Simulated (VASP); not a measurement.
# Rh (P6/mmm) in VASP: further runs

The runs below take Rh through single point, with PBE.

All numbers are computed with VASP 6.6.1; they aren't measurements. Logs are shortened: lines on timing, memory, paths and dates and some standing lists are left out, and cuts for length are marked.

## Step 1: The cell of the first run

It takes space group P6/mmm (No. 191, hexagonal). Conventional cell: a = 4.381 Å, b = 4.381 Å, c = 2.694 Å, α = 90.00°, β = 90.00°, γ = 120.00°. Within 3.6 Å of Rh (site symmetry 6/mmm) lie 14 Rh at 2.69 to 2.87 Å. Rh (site symmetry -6m2) has 11 Rh at 2.53 to 2.87 Å within 3.3 Å.

## Step 2: Single point, PBE

Input file INCAR:

```
PREC = Accurate ; ENCUT = 520
EDIFF = 1E-7 ; ISMEAR = -1
SIGMA = 0.1 ; LREAL = False
LASPH = True ; NELM = 60
ALGO = Normal ; ISIF = 2
LWAVE = False ; LCHARG = False
GGA = PE ; NBANDS = 30
```

Input file KPOINTS:

```
Automatic mesh
0
Gamma
  8 8 12
```

Input file POSCAR:

```
Rh
1.0
    4.3814097517      0.0000000000      0.0000000000
   -2.1907048759      3.7944121494      0.0000000000
    0.0000000000      0.0000000000      2.6935392005
Rh
3
Direct
    0.0000000000      0.0000000000      0.0000000000
    0.3333333333      0.6666666667      0.5000000000
    0.6666666667      0.3333333333      0.5000000000
```

Potentials or basis: VASP PAW PBE potentials, release 64 (Rh_pv).

On the command line:

```bash
> cat potpaw_PBE.64/Rh_pv/POTCAR > POTCAR
> mpirun -np 1 vasp_std > vasp.out
```

OUTCAR:

```text
PREC = Accurate
   ENCUT = 520
   EDIFF = 1E-7
   ISMEAR = -1
   LREAL = False
   LASPH = True
   NELM = 60
   ISIF = 2
   GGA = PE

 ion  position               nearest neighbor table
   1  0.000  0.000  0.000-   2 2.87   3 2.87   2 2.87   3 2.87   3 2.87   3 2.87   2 2.87   2 2.87
                             3 2.87   3 2.87   2 2.87   2 2.87
   2  0.333  0.667  0.500-   3 2.53   3 2.53   3 2.53   1 2.87   1 2.87   1 2.87   1 2.87   1 2.87
                             1 2.87
   3  0.667  0.333  0.500-   2 2.53   2 2.53   2 2.53   1 2.87   1 2.87   1 2.87   1 2.87   1 2.87
                             1 2.87

  LATTYP: Found a hexagonal cell.
 ALAT       =     4.3814097517
 C/A-ratio  =     0.6147654187

  Lattice vectors:

 A1 = (   4.3814097517,   0.0000000000,   0.0000000000)
 A2 = (  -2.1907048759,   3.7944121494,   0.0000000000)
 A3 = (   0.0000000000,   0.0000000000,   2.6935392005)

Analysis of symmetry for initial positions (statically):
=====================================================================
 Subroutine PRICEL returns:
 Original cell was already a primitive cell.

 Routine SETGRP: Setting up the symmetry group for a
 hexagonal supercell.

 Subroutine GETGRP returns: Found 24 space group operations
 (whereof 24 operations were pure point group operations)
 out of a pool of 24 trial point group operations.

The static configuration has the point symmetry D_6h.

Analysis of symmetry for dynamics (positions and initial velocities):
=====================================================================
 Subroutine PRICEL returns:
 Original cell was already a primitive cell.

 Routine SETGRP: Setting up the symmetry group for a
 hexagonal supercell.

 Subroutine GETGRP returns: Found 24 space group operations
 (whereof 24 operations were pure point group operations)
 out of a pool of 24 trial point group operations.

The dynamic configuration has the point symmetry D_6h.

 Subroutine INISYM returns: Found 24 space group operations
 (whereof 24 operations are pure point group operations),
 and found     1 'primitive' translations

----------------------------------------------------------------------------------------

                                     Primitive cell

  volume of cell :      44.7798

[... 80 lines left out ...]
 SYSTEM =  unknown system
   PREC   = accura    normal or accurate (medium, high low for compatibility)
   ISTART =      0    job   : 0-new  1-cont  2-samecut
   ICHARG =      2    charge: 1-file 2-atom 10-const
   ISPIN  =      1    spin polarized calculation?
   LNONCOLLINEAR =      F non collinear calculations
   LSORBIT =      F    spin-orbit coupling
   LASPH  =      T    aspherical Exc in radial PAW
   ENCUT  =  520.0 eV  38.22 Ry    6.18 a.u.   8.15  8.15  5.01*2*pi/ulx,y,z
   NELM   =     60;   NELMIN=  2; NELMDL= -5     # of ELM steps
   EDIFF  = 0.1E-06   stopping-criterion for ELM
   LREAL  =      F    real-space projection
   EDIFFG = 0.1E-05   stopping-criterion for IOM
   NSW    =      0    number of steps for IOM
   IBRION =     -1    ionic relax: 0-MD 1-quasi-New 2-CG
   NFREE  =      0    steps in history (QN), initial steepest desc. (CG)
   ISIF   =      2    stress and relaxation
   ISYM   =      2    0-nonsym 1-usesym 2-fastsym
   POTIM  = 0.5000    time-step for ionic-motion
   TEBEG  =    0.0;   TEEND  =   0.0 temperature during run
   PSTRESS=    0.0 pullay stress
   NELECT =      45.0000    total number of electrons
   NUPDOWN=      -1.0000    fix difference up-down
   EMIN   =  10.00;   EMAX   =-10.00  energy-range for DOS
   EFERMI =   0.00;   METHOD = LEGACY
   ISMEAR =    -1;   SIGMA  =   0.10  broadening in eV -4-tet -1-fermi 0-gaus
   EFERMI_NEDOS =   21; number of points for ismear=-14 and -15
   IALGO  =     38    algorithm
   IMIX   =      4    mixing-type and parameters
     AMIX     =   0.40;   BMIX     =  1.00
     AMIX_MAG =   1.60;   BMIX_MAG =  1.00
  volume/ion in A,a.u.               =      14.93       100.73
  Fermi-wavevector in a.u.,A,eV,Ry     =   1.639778  3.098731 36.584332  2.688873
  Thomas-Fermi vector in A             =   2.730527
   LORBIT       =      0    0 simple, 1 ext, 2 COOP (PROOUT), +10 PAW based schemes
   GGA     = PE    functional components
   LHFCALC =     F    Hartree Fock is set to
   AEXX    =    0.0000 exact exchange contribution
   IVDW    =     0    specifies the selected vdW correction
   LEPSILON=     F    determine dielectric tensor
   LRPA    =     F    only Hartree local field effects (RPA)
 non-spin polarized calculation
  energy-cutoff  :      520.00
  volume of cell :       44.78
 maximum number of plane-waves:      1234
 NGX is ok and might be reduce to    36
   NGX = 17   NGY = 17   NGZ = 11

 number of electron      45.0000000 magnetization

 Free energy of the ion-electron system (eV)
  ---------------------------------------------------
  ext. energy  EPLUGINS =         0.00000000
  ---------------------------------------------------
  free energy    TOTEN  =       -21.16280977 eV

  energy without entropy =      -20.95518829  energy(sigma->0) =      -21.05899903

 E-fermi :  10.4903     XC(G=0): -13.4892

 val. band max:       10.4809279588   @ k =   0.3750   0.1250   0.0833
 cond. band min:      10.4947912277   @ k =   0.1250  -0.0000   0.5000
 fundamental gap:      0.0138632689
 Fermi energy:        10.4903246419

 k-point     1 :       0.0000    0.0000    0.0000
  band No.  band energies     occupation
      1     -36.3393      2.00000
      2     -36.3393      2.00000
      3     -35.9987      2.00000
      4     -35.9987      2.00000
      5     -35.8127      2.00000
      6     -35.7162      2.00000
[... 781 lines left out ...]
     29      23.8326      0.00000
     30      24.4564      0.00000

 [... further k-points ...]
[... 5 lines left out ...]
  --------------------------------------------------------------------------------------
  -------------------------------------------------------------------------------------
  Total       -1.8881960     -1.8881960     -1.9026945      0.0000000      0.0000000      0.0000000
  in kB      -67.5578769    -67.5578769    -68.0766177      0.0000000      0.0000000      0.0000000
  external PRESSURE =     -67.7307905 kB  Pullay stress =       0.0000000 kB

 VOLUME and BASIS-vectors are now :
 -----------------------------------------------------------------------------
  energy-cutoff  :      520.00
  volume of cell :       44.78
      direct lattice vectors                 reciprocal lattice vectors
     4.381409752  0.000000000  0.000000000     0.228237042  0.131772717  0.000000000
    -2.190704876  3.794412149  0.000000000     0.000000000  0.263545435  0.000000000
     0.000000000  0.000000000  2.693539201     0.000000000  0.000000000  0.371258751

 POSITION                                       TOTAL-FORCE (eV/Angst)
 -----------------------------------------------------------------------------------
      0.00000      0.00000      0.00000        -0.000000     -0.000000      0.000000
     -0.00000      2.52961      1.34677        -0.000000     -0.000000     -0.000000
      2.19070      1.26480      1.34677         0.000000      0.000000      0.000000
 -----------------------------------------------------------------------------------
    total drift:                                0.000000      0.000000     -0.000000

  FREE ENERGIE OF THE ION-ELECTRON SYSTEM (eV)
  ---------------------------------------------------
  free  energy   TOTEN  =       -21.1628097711 eV

  energy  without entropy=      -20.9551882899  energy(sigma->0) =      -21.05899903
```

OSZICAR:

```text
N       E                     dE             d eps       ncg     rms          rms(c)
DAV:   1     0.544010911162E+03    0.54401E+03   -0.27390E+04  4256   0.168E+03
DAV:   2    -0.776166356710E+01   -0.55177E+03   -0.53573E+03  4452   0.531E+02
DAV:   3    -0.224093031401E+02   -0.14648E+02   -0.14417E+02  4668   0.962E+01
DAV:   4    -0.225303970719E+02   -0.12109E+00   -0.12106E+00  4682   0.898E+00
DAV:   5    -0.225326020176E+02   -0.22049E-02   -0.22049E-02  4686   0.124E+00    0.149E+01
DAV:   6    -0.212301379307E+02    0.13025E+01   -0.41500E+00  4494   0.174E+01    0.557E+00
DAV:   7    -0.217514453866E+02   -0.52131E+00   -0.30079E+00  4536   0.160E+01    0.897E+00
DAV:   8    -0.211687844797E+02    0.58266E+00   -0.22726E+00  4530   0.875E+00    0.229E+00
DAV:   9    -0.211627156962E+02    0.60688E-02   -0.20369E-02  4482   0.129E+00    0.168E-01
DAV:  10    -0.211628101334E+02   -0.94437E-04   -0.31100E-04  5008   0.155E-01    0.570E-02
DAV:  11    -0.211628116571E+02   -0.15237E-05   -0.26411E-05  4542   0.412E-02    0.114E-02
DAV:  12    -0.211628109857E+02    0.67146E-06   -0.12675E-06  4556   0.970E-03    0.394E-03
DAV:  13    -0.211628099832E+02    0.10025E-05   -0.13710E-07  2884   0.275E-03    0.829E-04
DAV:  14    -0.211628097939E+02    0.18929E-06   -0.27085E-08  2352   0.135E-03    0.151E-04
DAV:  15    -0.211628097711E+02    0.22715E-07   -0.42865E-09  2358   0.527E-04
   1 F= -.21162810E+02 E0= -.21058999E+02  d E =-.207621E+00
```

It took 1.9 min on 1 thread of AMD EPYC 7R43 (Zen 3), shared host; peak memory 0.17 GiB.

Results:

```
Free energy : -21.1628 eV
Pressure    : -6.8 GPa
```

Levels at points of the mesh, in eV from the Fermi level:
| k point | band 19 | band 20 | band 21 | band 22 | band 23 | band 24 | band 25 | band 26 | band 27 | band 28 |
| --- | --- | --- | --- | --- | --- | --- | --- | --- | --- | --- |
| (0.00, 0.00, 0.00) | -2.23 | -1.50 | -1.50 | -1.43 | -1.43 | 0.69 | 0.69 | 8.06 | 8.06 | 8.09 |
| (0.50, 0.00, 0.00) | -1.30 | -1.25 | -0.21 | 0.06 | 0.09 | 0.12 | 0.41 | 0.74 | 1.22 | 8.49 |
| (0.00, 0.00, 0.50) | -2.07 | -0.04 | -0.04 | 0.33 | 0.33 | 1.38 | 2.59 | 3.38 | 9.39 | 10.13 |
| (0.50, 0.00, 0.50) | -1.22 | -0.74 | -0.36 | 0.13 | 0.48 | 1.04 | 2.87 | 3.39 | 6.85 | 7.46 |

## Step 3: Single point, PBE

Input file INCAR:

```
PREC = Accurate
ENCUT = 520
EDIFF = 1E-7
ISMEAR = -1
SIGMA = 0.1
LREAL = F
LASPH = T
NELM = 100
ALGO = Normal
ISIF = 2
LWAVE = F
LCHARG = F
GGA = PE
NBANDS = 30
```

KPOINTS is that of step 2.

Input file POSCAR:

```
Rh
1.0
    4.3808011955      0.0000000000      0.0000000000
   -2.1904005978      3.7938851242      0.0000000000
    0.0000000000      0.0000000000      2.6934737063
Rh
3
Direct
    0.0000000000      0.0000000000      0.0000000000
    0.3333333333      0.6666666667      0.5000000000
    0.6666666667      0.3333333333      0.5000000000
```

Potentials or basis: VASP PAW PBE potentials, release 64 (Rh_pv).

On the command line:

```bash
> cat potpaw_PBE.64/Rh_pv/POTCAR > POTCAR
> mpirun -np 1 vasp_std > vasp.out
```

OUTCAR:

```text
PREC = Accurate
   ENCUT = 520
   EDIFF = 1E-7
   ISMEAR = -1
   LREAL = F
   LASPH = T
   NELM = 100
   ISIF = 2
   GGA = PE

 ion  position               nearest neighbor table
   1  0.000  0.000  0.000-   2 2.87   3 2.87   2 2.87   3 2.87   2 2.87   2 2.87   3 2.87   3 2.87
                             3 2.87   3 2.87   2 2.87   2 2.87
   2  0.333  0.667  0.500-   3 2.53   3 2.53   3 2.53   1 2.87   1 2.87   1 2.87   1 2.87   1 2.87
                             1 2.87
   3  0.667  0.333  0.500-   2 2.53   2 2.53   2 2.53   1 2.87   1 2.87   1 2.87   1 2.87   1 2.87
                             1 2.87

  LATTYP: Found a hexagonal cell.
[... 982 lines left out ...]
     30      24.4649      0.00000

 [... further k-points ...]
[... 5 lines left out ...]
  --------------------------------------------------------------------------------------
  -------------------------------------------------------------------------------------
  Total       -1.8666948     -1.8666948     -1.8918079      0.0000000      0.0000000      0.0000000
  in kB      -66.8087640    -66.8087640    -67.7075595      0.0000000      0.0000000      0.0000000
  external PRESSURE =     -67.1083625 kB  Pullay stress =       0.0000000 kB

 VOLUME and BASIS-vectors are now :
 -----------------------------------------------------------------------------
  energy-cutoff  :      520.00
  volume of cell :       44.77
      direct lattice vectors                 reciprocal lattice vectors
     4.380801196  0.000000000  0.000000000     0.228268747  0.131791023  0.000000000
    -2.190400598  3.793885124  0.000000000     0.000000000  0.263582045  0.000000000
     0.000000000  0.000000000  2.693473706     0.000000000  0.000000000  0.371267779

 POSITION                                       TOTAL-FORCE (eV/Angst)
 -----------------------------------------------------------------------------------
      0.00000      0.00000      0.00000        -0.000000      0.000000     -0.000000
     -0.00000      2.52926      1.34674         0.000000      0.000000      0.000000
      2.19040      1.26463      1.34674        -0.000000      0.000000     -0.000000
 -----------------------------------------------------------------------------------
    total drift:                                0.000000      0.000000     -0.000000

  FREE ENERGIE OF THE ION-ELECTRON SYSTEM (eV)
  ---------------------------------------------------
  free  energy   TOTEN  =       -21.1633703523 eV

  energy  without entropy=      -20.9558528007  energy(sigma->0) =      -21.05961158
```

OSZICAR:

```text
N       E                     dE             d eps       ncg     rms          rms(c)
DAV:   1     0.543769681290E+03    0.54377E+03   -0.27226E+04  4208   0.169E+03
DAV:   2    -0.753130074337E+01   -0.55130E+03   -0.53513E+03  4422   0.528E+02
DAV:   3    -0.224048735616E+02   -0.14874E+02   -0.14588E+02  4722   0.967E+01
DAV:   4    -0.225308886961E+02   -0.12602E+00   -0.12598E+00  4708   0.910E+00
DAV:   5    -0.225331227835E+02   -0.22341E-02   -0.22341E-02  4680   0.124E+00    0.149E+01
DAV:   6    -0.212306750903E+02    0.13024E+01   -0.41499E+00  4482   0.173E+01    0.557E+00
DAV:   7    -0.217519849648E+02   -0.52131E+00   -0.30089E+00  4500   0.160E+01    0.897E+00
DAV:   8    -0.211693479701E+02    0.58264E+00   -0.22721E+00  4536   0.875E+00    0.229E+00
DAV:   9    -0.211632763460E+02    0.60716E-02   -0.20362E-02  4500   0.129E+00    0.168E-01
DAV:  10    -0.211633707242E+02   -0.94378E-04   -0.31028E-04  5010   0.155E-01    0.571E-02
DAV:  11    -0.211633722357E+02   -0.15115E-05   -0.26262E-05  4518   0.410E-02    0.114E-02
DAV:  12    -0.211633715679E+02    0.66777E-06   -0.12707E-06  4616   0.971E-03    0.391E-03
DAV:  13    -0.211633705634E+02    0.10045E-05   -0.13458E-07  2820   0.273E-03    0.828E-04
DAV:  14    -0.211633703740E+02    0.18945E-06   -0.27085E-08  2388   0.135E-03    0.152E-04
DAV:  15    -0.211633703523E+02    0.21729E-07   -0.42977E-09  2322   0.527E-04
   1 F= -.21163370E+02 E0= -.21059612E+02  d E =-.207518E+00
```

Run time: 89 s. Hardware: 1 thread of AMD EPYC 7R43 (Zen 3), shared host; peak memory 0.17 GiB.

What came out:

```
Free energy : -21.1634 eV
Pressure    : -6.7 GPa
```

Levels at points of the mesh, in eV from the Fermi level:
| k point | band 19 | band 20 | band 21 | band 22 | band 23 | band 24 | band 25 | band 26 | band 27 | band 28 |
| --- | --- | --- | --- | --- | --- | --- | --- | --- | --- | --- |
| (0.00, 0.00, 0.00) | -2.23 | -1.50 | -1.50 | -1.43 | -1.43 | 0.69 | 0.69 | 8.07 | 8.07 | 8.09 |
| (0.50, 0.00, 0.00) | -1.30 | -1.25 | -0.21 | 0.06 | 0.09 | 0.11 | 0.41 | 0.74 | 1.22 | 8.49 |
| (0.00, 0.00, 0.50) | -2.07 | -0.04 | -0.04 | 0.33 | 0.33 | 1.38 | 2.59 | 3.38 | 9.39 | 10.13 |
| (0.50, 0.00, 0.50) | -1.22 | -0.74 | -0.36 | 0.13 | 0.48 | 1.04 | 2.87 | 3.39 | 6.85 | 7.46 |
